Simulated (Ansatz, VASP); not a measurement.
## One calculation of C, two programs

```
C
1.0
     2.49912    0.00000    0.00000
    -1.24956    2.16430    0.00000
     0.00000    0.00000    4.11898
C
4
Cartesian
  0.0000 1.4429 -0.0011
  1.2496 0.7214 2.0584
  0.0000 1.4429 1.5416
  1.2496 0.7214 3.6011
```

Change from the starting cell: strained cell.

Alike in both runs: functional PBEsol; k mesh 9 × 9 × 6; occupations gaussian, width 0.02 eV; no spin polarisation.

Ansatz relaxed the structure, and its values are those at the end. VASP's run is a single point on that final structure, the one shown.

```csv
,VASP,Ansatz
version,VASP 6.6.1,Ansatz 0.2.0
potentials or method,"VASP PAW PBE potentials, release 64 (C_h), cutoff 910 eV","scalar-relativistic, plane waves, PAW"
valence electrons in the cell,16,16
```

```csv
,VASP,Ansatz,Ansatz less VASP
gap on the k mesh at the Fermi level (eV),3.03,3.05,+0.017
least direct gap on the mesh (eV),4.82,4.82,+0.003
```

VASP's potentials were made for PBE, not for PBEsol, and Ansatz warns of the same on its side. With one functional, cell and mesh, what is left measures potentials, basis and numerics. Ansatz's warnings: stress scf threshold loose.

Noted on VASP's run: the cutoff is short for stress, so the pressure is rough.
